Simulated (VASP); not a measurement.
Here is a VASP 6.6.1 calculation.

The input INCAR:

```
SYSTEM = Si16C
PREC = Accurate
ENCUT = 520
EDIFF = 1E-6
ISMEAR = 0
SIGMA = 0.02
LREAL = Auto
LASPH = .TRUE.
NELM = 150
ALGO = Normal
ISIF = 2
LWAVE = .FALSE.
LCHARG = .TRUE.
ISPIN = 2
MAGMOM = 0 0 0 0 0 0 0 0 0 0 0 0 0 0 0 0 1
LORBIT = 11
LELF = .TRUE.
LVHAR = .TRUE.
NBANDS = 52
```

KPOINTS

```
regular mesh
0
G
  2 2 2
  0 0 0
```

File POSCAR:

```
Si16C
1.0
    0.0000000000      5.4300000000      5.4300000000
    5.4300000000      0.0000000000      5.4300000000
    5.4300000000      5.4300000000      0.0000000000
Si C
16 1
Direct
    0.0151103758     -0.0089296952     -0.0218664288
    0.1202359884      0.1248526061      0.1133225285
   -0.0045546376     -0.0226788582      0.4801298703
    0.1483755389      0.0983592848      0.6030840728
    0.0084977470      0.4980482262     -0.0123261888
    0.1318746119      0.6165514061      0.1192575347
    0.0169852886      0.4730075264      0.4934512289
    0.1325345132      0.6100818644      0.6143023075
    0.4793909275     -0.0269908323      0.0691992672
    0.6412196053      0.1268484780      0.1124274823
    0.5453657477     -0.0212368559      0.4791664434
    0.5648095691      0.1548009654      0.7136642873
    0.5053072646      0.5001088755     -0.0122946254
    0.6358613378      0.6052627614      0.1244646946
    0.4997277823      0.5030574485      0.4991188827
    0.6437400938      0.6110440848      0.6144500619
    0.7266464157      0.9788729840      0.5663315308
```

Potentials or basis: VASP PAW LDA potentials, release 64 (Si, C).

Run with:

```console
$ cat potpaw_LDA.64/Si/POTCAR potpaw_LDA.64/C/POTCAR > POTCAR
$ mpirun -np 1 vasp_std > vasp.out
```

Q: Predict the band gap on the k mesh.

A: Zero (filled and empty bands overlap).

Q: Estimate the pressure.

A: 0.8 GPa.

Q: Predict the largest force.

A: 0.033 eV/Å.

Q: What does it give for the net moment?

A: 0.00 μB per cell.

Stress tensor (GPa, compression positive):
```
 3.46  0.08 -0.06
 0.08 -0.56 -0.91
-0.06 -0.91 -0.57
```

Caveat: the k points lie up to 0.50 Å⁻¹ apart.
